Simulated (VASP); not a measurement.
Write the native input for VASP 6.6.1 that does the following.

| Quantity | Value |
| --- | --- |
| Task | single point |
| Functional | PBEsol |
| Potentials or basis | VASP PAW PBE potentials, release 64 (O) |
| Cutoff | 600 eV |
| k mesh | 6 × 6 × 4 |
| Occupations | fermi-dirac, width 0.1 eV |
| Spin | no spin polarisation |
| Dipole correction | no |
| Further INCAR settings | ALGO = Normal; EDIFF = 1e-06; NBANDS = 13 |

The structure of O lies in POSCAR:

```
O
1.0
    3.5890000000      0.0000000000      0.0000000000
   -1.7945000000      3.1081650000      0.0000000000
    0.0000000000      0.0000000000      4.9110000000
O
2
Direct
    0.3333333333      0.6666666667      0.7659000000
    0.6666666667      0.3333333333      0.2341000000
```

The input as run:

INCAR

```
SYSTEM = O
PREC = Accurate ; ENCUT = 600
EDIFF = 1E-6 ; ISMEAR = -1
SIGMA = 0.1 ; LREAL = .FALSE.
LASPH = .TRUE. ; NELM = 120
ALGO = Normal ; ISIF = 2
LWAVE = .FALSE. ; LCHARG = .FALSE.
GGA = PS ; NBANDS = 13
GGA_COMPAT = .FALSE.
```

KPOINTS

```
Automatic mesh
0
G
  6 6 4
  0 0 0
```

Potentials or basis: VASP PAW PBE potentials, release 64 (O).

Launch:

```bash
$ cat potpaw_PBE.64/O/POTCAR > POTCAR
$ mpirun -np 1 vasp_std > vasp.out
```

It gave:

```yaml
Pressure: -6.6 GPa
Largest_force: 0.502 eV/Å
Band_gap_on_the_k_mesh: zero (bands 6 and 7 overlap by 0.36 eV)
```

Caveat: the cell stands under tension; the PAW data sets were made with another functional, which shifts forces and pressure a little.

Wall time 28 s on 1 thread of Intel Xeon 8259CL, on a shared host, peak memory 0.17 GiB.
